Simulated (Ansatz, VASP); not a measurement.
**One calculation of Cu, two programs**

Contents of INCAR:

```
ALGO = Normal ; EDIFF = 1E-6
ENCUT = 520 ; ISIF = 2
ISMEAR = -1 ; LASPH = T
LCHARG = F ; LREAL = F
LWAVE = F ; NBANDS = 12
NELM = 100 ; PREC = Accurate
SIGMA = 0.03
```

The input KPOINTS:

```
k-points
0
Gamma
  15 15 15
```

File POSCAR:

```
Cu
1.0
    0.0000000000      1.7588202533      1.7588202533
    1.7588202533      0.0000000000      1.7588202533
    1.7588202533      1.7588202533      0.0000000000
Cu
1
Direct
    0.0000000000      0.0000000000      0.0000000000
```

Input for Ansatz:

```yaml
crystal:
  lattice:
    - [0.0, 1.7588202533, 1.7588202533]
    - [1.7588202533, 0.0, 1.7588202533]
    - [1.7588202533, 1.7588202533, 0.0]
  atoms:
    - { symbol: Cu, position: [0.0, 0.0, 0.0] }
hamiltonian:
  xc: lda
  pseudopotentials:
    kind: paw
    azcp:
      Cu: "pseudopotentials/Cu.paw.azcp"
basis:
  ecutwfc: 420
  fft_grid_basis: typed
kpoints:
  mp_grid: { grid: [15, 15, 15], shift: [0, 0, 0] }
magnetization:
  spin_polarized: false
scf:
  occupations: { method: fermi_dirac, width: 0.03 }
  lower_state_search: "off"
output:
  stress: true
```

Alike in both runs: task single point; functional LDA; k mesh 15 × 15 × 15; occupations fermi-dirac, width 0.03 eV; no spin polarisation.

|  | VASP | Ansatz |
| --- | --- | --- |
| version | VASP 6.6.1 | Ansatz 0.2.0 |
| potentials or method | VASP PAW LDA potentials, release 64 (Cu), cutoff 520 eV | plane waves (420 eV) with PAW, scalar-relativistic |
| valence electrons in the cell | 11 | 19 |

VASP gave:

| Property | Result |
| --- | --- |
| pressure (GPa) | 0.7 |

Task: What did Ansatz give for the same quantities?

Result: Pressure (GPa): -0.1.

Ansatz warns that its potentials were made for another functional, while VASP's fit it. LDA's correlation is that of Perdew and Zunger in VASP and of Perdew and Wang (1992) in Ansatz. VASP's potentials hold 11 valence electrons a cell and Ansatz's 19, so a difference there can come from the potentials and not from the codes.
